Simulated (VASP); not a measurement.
# Zn (Im-3m) in VASP: notebook

Zn is run at these levels: PBEsol; tasks: single point.

All numbers are computed with VASP 6.6.1; they aren't measurements. Logs are shortened: lines on timing, memory, paths and dates and some standing lists are left out, and cuts for length are marked.

## (1) The cell of the first run

The structure is cubic, space group Im-3m (No. 229). Conventional cell: a = 3.087 Å, b = 3.087 Å, c = 3.087 Å, α = 90.00°, β = 90.00°, γ = 90.00°. Zn (site symmetry m-3m) has 14 Zn at 2.67 to 3.09 Å within 3.5 Å.

## (2) Single point, PBEsol

The input, INCAR:

```
SYSTEM = Zn
PREC = Accurate
ENCUT = 520
EDIFF = 1E-7
ISMEAR = 0
SIGMA = 0.15
LREAL = .False.
LASPH = .True.
NELM = 60
ALGO = Fast
ISIF = 2
LWAVE = .False.
LCHARG = .False.
GGA = PS
NBANDS = 12
```

The input, KPOINTS:

```
Automatic mesh
0
Gamma
  22 22 22
  0 0 0
```

The input, POSCAR:

```
Zn
1.0
   -1.5435388342      1.5435388342      1.5435388342
    1.5435388342     -1.5435388342      1.5435388342
    1.5435388342      1.5435388342     -1.5435388342
Zn
1
Direct
    0.0000000000      0.0000000000      0.0000000000
```

Potentials or basis: VASP PAW PBE potentials, release 64 (Zn).

Launch:

```bash
cat potpaw_PBE.64/Zn/POTCAR > POTCAR
mpirun -np 1 vasp_std > vasp.out
```

OUTCAR:

```text
SYSTEM = Zn
   PREC = Accurate
   ENCUT = 520
   EDIFF = 1E-7
   ISMEAR = 0
   LREAL = .False.
   LASPH = .True.
   NELM = 60
   ISIF = 2
   GGA = PS

 ion  position               nearest neighbor table
   1  0.000  0.000  0.000-

  LATTYP: Found a body centered cubic cell.
 ALAT       =     3.0870776684

  Lattice vectors:

 A1 = (  -1.5435388342,   1.5435388342,   1.5435388342)
 A2 = (   1.5435388342,  -1.5435388342,   1.5435388342)
 A3 = (   1.5435388342,   1.5435388342,  -1.5435388342)

Analysis of symmetry for initial positions (statically):
=====================================================================
 Subroutine PRICEL returns:
 Original cell was already a primitive cell.

 Routine SETGRP: Setting up the symmetry group for a
 body centered cubic supercell.

 Subroutine GETGRP returns: Found 48 space group operations
 (whereof 48 operations were pure point group operations)
 out of a pool of 48 trial point group operations.

The static configuration has the point symmetry O_h .

Analysis of symmetry for dynamics (positions and initial velocities):
=====================================================================
 Subroutine PRICEL returns:
 Original cell was already a primitive cell.

 Routine SETGRP: Setting up the symmetry group for a
 body centered cubic supercell.

 Subroutine GETGRP returns: Found 48 space group operations
 (whereof 48 operations were pure point group operations)
 out of a pool of 48 trial point group operations.

The dynamic configuration has the point symmetry O_h .

 Subroutine INISYM returns: Found 48 space group operations
 (whereof 48 operations are pure point group operations),
 and found     1 'primitive' translations

----------------------------------------------------------------------------------------

                                     Primitive cell

  volume of cell :      14.7100

  direct lattice vectors                    reciprocal lattice vectors
    -1.543538834  1.543538834  1.543538834     0.000000000  0.323930949  0.323930949
     1.543538834 -1.543538834  1.543538834     0.323930949  0.000000000  0.323930949
     1.543538834  1.543538834 -1.543538834     0.323930949  0.323930949  0.000000000

  length of vectors
     2.673487684  2.673487684  2.673487684     0.458107542  0.458107542  0.458107542

  position of ions in fractional coordinates (direct lattice)
     0.000000000  0.000000000  0.000000000

  ion indices of the primitive-cell ions
   primitive index   ion index
                 1           1

----------------------------------------------------------------------------------------

 KPOINTS: Automatic mesh

Automatic generation of k-mesh.
 Grid dimensions read from file:
 generate k-points for:   22   22   22

 Generating k-lattice:

  Cartesian coordinates                     Fractional coordinates (reciprocal lattice)
     0.000000000  0.014724134  0.014724134     0.045454545  0.000000000  0.000000000
     0.014724134  0.000000000  0.014724134     0.000000000  0.045454545  0.000000000
     0.014724134  0.014724134  0.000000000     0.000000000  0.000000000  0.045454545

  Length of vectors
     0.020823070  0.020823070  0.020823070

  Shift w.r.t. Gamma in fractional coordinates (k-lattice)
     0.000000000  0.000000000  0.000000000

 Subroutine IBZKPT returns following result:
 ===========================================

 Found    328 irreducible k-points:

 Following reciprocal coordinates:
            Coordinates               Weight
  0.000000  0.000000  0.000000      1.000000
  0.045455  0.000000  0.000000     12.000000
  0.090909  0.000000  0.000000     12.000000
  0.136364  0.000000  0.000000     12.000000
  0.181818  0.000000  0.000000     12.000000
  0.227273  0.000000  0.000000     12.000000
[... 16 lines left out ...]
  0.090909  0.090909  0.000000     24.000000
  0.136364  0.090909  0.000000     48.000000
 [... further k-points ...]
   k-points           NKPTS =    328   k-points in BZ     NKDIM =    328   number of bands    NBANDS=     12
   number of dos      NEDOS =    301   number of ions     NIONS =      1
   total plane-waves  NPLWV =   8000
   dimension x,y,z NGX =    20 NGY =   20 NGZ =   20
   dimension x,y,z NGXF=    40 NGYF=   40 NGZF=   40
   ions per type =               1
   NGX,Y,Z   is equivalent  to a cutoff of  12.44, 12.44, 12.44 a.u.
   NGXF,Y,Z  is equivalent  to a cutoff of  24.87, 24.87, 24.87 a.u.
 SYSTEM =  Zn
   PREC   = accura    normal or accurate (medium, high low for compatibility)
   ISTART =      0    job   : 0-new  1-cont  2-samecut
   ICHARG =      2    charge: 1-file 2-atom 10-const
   ISPIN  =      1    spin polarized calculation?
   LNONCOLLINEAR =      F non collinear calculations
   LSORBIT =      F    spin-orbit coupling
   LASPH  =      T    aspherical Exc in radial PAW
   ENCUT  =  520.0 eV  38.22 Ry    6.18 a.u.   4.97  4.97  4.97*2*pi/ulx,y,z
   NELM   =     60;   NELMIN=  2; NELMDL= -5     # of ELM steps
   EDIFF  = 0.1E-06   stopping-criterion for ELM
   LREAL  =      F    real-space projection
   EDIFFG = 0.1E-05   stopping-criterion for IOM
   NSW    =      0    number of steps for IOM
   IBRION =     -1    ionic relax: 0-MD 1-quasi-New 2-CG
   NFREE  =      0    steps in history (QN), initial steepest desc. (CG)
   ISIF   =      2    stress and relaxation
   ISYM   =      2    0-nonsym 1-usesym 2-fastsym
   POTIM  = 0.5000    time-step for ionic-motion
   TEBEG  =    0.0;   TEEND  =   0.0 temperature during run
   PSTRESS=    0.0 pullay stress
   NELECT =      12.0000    total number of electrons
   NUPDOWN=      -1.0000    fix difference up-down
   EMIN   =  10.00;   EMAX   =-10.00  energy-range for DOS
   EFERMI =   0.00;   METHOD = LEGACY
   ISMEAR =     0;   SIGMA  =   0.15  broadening in eV -4-tet -1-fermi 0-gaus
   EFERMI_NEDOS =   21; number of points for ismear=-14 and -15
   IALGO  =     68    algorithm
   IMIX   =      4    mixing-type and parameters
     AMIX     =   0.40;   BMIX     =  1.00
     AMIX_MAG =   1.60;   BMIX_MAG =  1.00
  volume/ion in A,a.u.               =      14.71        99.27
  Fermi-wavevector in a.u.,A,eV,Ry     =   1.529670  2.890657 31.836132  2.339890
  Thomas-Fermi vector in A             =   2.637259
   LORBIT       =      0    0 simple, 1 ext, 2 COOP (PROOUT), +10 PAW based schemes
   GGA     = PS    functional components
   LHFCALC =     F    Hartree Fock is set to
   AEXX    =    0.0000 exact exchange contribution
   IVDW    =     0    specifies the selected vdW correction
   LEPSILON=     F    determine dielectric tensor
   LRPA    =     F    only Hartree local field effects (RPA)
 non-spin polarized calculation
 RMM-DIIS sequential band-by-band and
 Gauss-broadening in eV      SIGMA  =   0.15
  energy-cutoff  :      520.00
  volume of cell :       14.71
 maximum number of plane-waves:       410
   NGX =  9   NGY =  9   NGZ =  9

 number of electron      12.0000010 magnetization

 Free energy of the ion-electron system (eV)
  ---------------------------------------------------
  ext. energy  EPLUGINS =         0.00000000
  ---------------------------------------------------
  free energy    TOTEN  =        -1.49167972 eV

  energy without entropy =       -1.48754025  energy(sigma->0) =       -1.48960998

 E-fermi :   3.3499     XC(G=0): -11.8895

 val. band max:        3.3374131174   @ k =  -0.4091  -0.4091   0.1364
 cond. band min:       3.3508047435   @ k =   0.3636   0.2273   0.0455
 fundamental gap:      0.0133916260
 Fermi energy:         3.3498677829

 k-point     1 :       0.0000    0.0000    0.0000
  band No.  band energies     occupation
      1      -7.4805      2.00000
      2      -4.5887      2.00000
      3      -4.5887      2.00000
      4      -4.5887      2.00000
      5      -4.0412      2.00000
      6      -4.0412      2.00000
      7      23.0279      0.00000
      8      23.0279      0.00000
      9      23.0279      0.00000
     10      24.4308      0.00000
     11      24.4308      0.00000
     12      24.4308      0.00000

 k-point     2 :       0.0455    0.0000    0.0000
  band No.  band energies     occupation
      1      -7.4128      2.00000
      2      -4.5955      2.00000
      3      -4.5873      2.00000
      4      -4.5720      2.00000
      5      -4.0478      2.00000
      6      -4.0408      2.00000
      7      21.9186      0.00000
      8      22.4371      0.00000
      9      22.6844      0.00000
     10      23.6827      0.00000
     11      23.8654      0.00000
     12      24.2479      0.00000

 k-point     3 :       0.0909    0.0000    0.0000
  band No.  band energies     occupation
      1      -7.2118      2.00000
      2      -4.6154      2.00000
      3      -4.5828      2.00000
      4      -4.5226      2.00000
      5      -4.0655      2.00000
      6      -4.0395      2.00000
      7      19.6369      0.00000
      8      21.3136      0.00000
      9      21.7894      0.00000
     10      22.9631      0.00000
     11      23.1280      0.00000
     12      24.2973      0.00000

 k-point     4 :       0.1364    0.0000    0.0000
  band No.  band energies     occupation
      1      -6.8841      2.00000
      2      -4.6466      2.00000
      3      -4.5728      2.00000
      4      -4.4438      2.00000
      5      -4.0880      2.00000
      6      -4.0373      2.00000
      7      17.2482      0.00000
      8      20.1345      0.00000
      9      20.7534      0.00000
     10      22.1064      0.00000
     11      22.6061      0.00000
     12      24.6244      0.00000

 k-point     5 :       0.1818    0.0000    0.0000
  band No.  band energies     occupation
      1      -6.4481      2.00000
      2      -4.6866      2.00000
      3      -4.5445      2.00000
      4      -4.3405      2.00000
      5      -4.1075      2.00000
      6      -4.0339      2.00000
      7      14.9123      0.00000
      8      19.0166      0.00000
      9      19.7608      0.00000
     10      21.3473      0.00000
     11      22.1196      0.00000
     12      25.1375      0.00000
[... 228 lines left out ...]
      1      -5.2840      2.00000
      2      -4.9009      2.00000
      3      -4.0804      2.00000
      4      -4.0171      2.00000
      5      -3.7489      2.00000
      6      -0.8474      2.00000
      7       4.0359      0.00000
      8      14.5863      0.00000
      9      15.9806      0.00000
     10      19.6448      0.00000
     11      21.2046      0.00000
     12      29.6928      0.00000

 k-point    22 :       0.4545    0.0455    0.0000
  band No.  band energies     occupation
      1      -5.2945      2.00000
      2      -4.9139      2.00000
      3      -4.0727      2.00000
      4      -4.0158      2.00000
      5      -3.7068      2.00000
      6       0.2503      2.00000
      7       2.6716      2.00000
      8      14.4165      0.00000
      9      15.8340      0.00000
     10      19.5463      0.00000
     11      21.1387      0.00000
     12      30.7603      0.00000

 k-point    23 :       0.0909    0.0909    0.0000
  band No.  band energies     occupation
      1      -6.6919      2.00000
      2      -4.6406      2.00000
      3      -4.6108      2.00000
      4      -4.3764      2.00000
      5      -4.1052      2.00000
      6      -4.0285      2.00000
      7      17.3130      0.00000
      8      17.4692      0.00000
      9      19.8255      0.00000
     10      22.9965      0.00000
     11      23.3796      0.00000
     12      24.8841      0.00000

 k-point    24 :       0.1364    0.0909    0.0000
  band No.  band energies     occupation
      1      -6.2659      2.00000
      2      -4.6726      2.00000
      3      -4.6111      2.00000
      4      -4.2503      2.00000
      5      -4.1264      2.00000
      6      -4.0156      2.00000
      7      15.0698      0.00000
      8      16.4141      0.00000
      9      18.8771      0.00000
     10      22.5097      0.00000
     11      23.5577      0.00000
     12      25.0197      0.00000

 [... further k-points ...]

------------------------ aborting loop because EDIFF is reached ----------------------------------------

  FORCE on cell =-STRESS in cart. coord.  units (eV):
  Direction    XX          YY          ZZ          XY          YZ          ZX
  --------------------------------------------------------------------------------------
  -------------------------------------------------------------------------------------
  Total       -0.1440905     -0.1440905     -0.1440905      0.0000000      0.0000000      0.0000000
  in kB      -15.6939831    -15.6939831    -15.6939831      0.0000000      0.0000000      0.0000000
  external PRESSURE =     -15.6939831 kB  Pullay stress =       0.0000000 kB

 VOLUME and BASIS-vectors are now :
 -----------------------------------------------------------------------------
  energy-cutoff  :      520.00
  volume of cell :       14.71
      direct lattice vectors                 reciprocal lattice vectors
    -1.543538834  1.543538834  1.543538834     0.000000000  0.323930949  0.323930949
     1.543538834 -1.543538834  1.543538834     0.323930949  0.000000000  0.323930949
     1.543538834  1.543538834 -1.543538834     0.323930949  0.323930949  0.000000000

 POSITION                                       TOTAL-FORCE (eV/Angst)
 -----------------------------------------------------------------------------------
      0.00000      0.00000      0.00000        -0.000000     -0.000000      0.000000
 -----------------------------------------------------------------------------------
    total drift:                                0.000000     -0.000000      0.000000

  FREE ENERGIE OF THE ION-ELECTRON SYSTEM (eV)
  ---------------------------------------------------
  free  energy   TOTEN  =        -1.4916797176 eV

  energy  without entropy=       -1.4875402503  energy(sigma->0) =       -1.48960998
```

Run time: 43 s. Hardware: 1 thread of Intel Xeon Platinum 8488C (Sapphire Rapids), shared host; peak memory 0.16 GiB.

Results:

- Free energy: -1.4917 eV
- Pressure: -1.6 GPa
- Band gap on the k mesh: zero (band 6 reaches 7.52 eV, above the bottom of band 7 at 2.36 eV)

Caveat: the PAW data sets were made with another functional, which shifts forces and pressure a little.

(Part 1 of 2 ends here.)
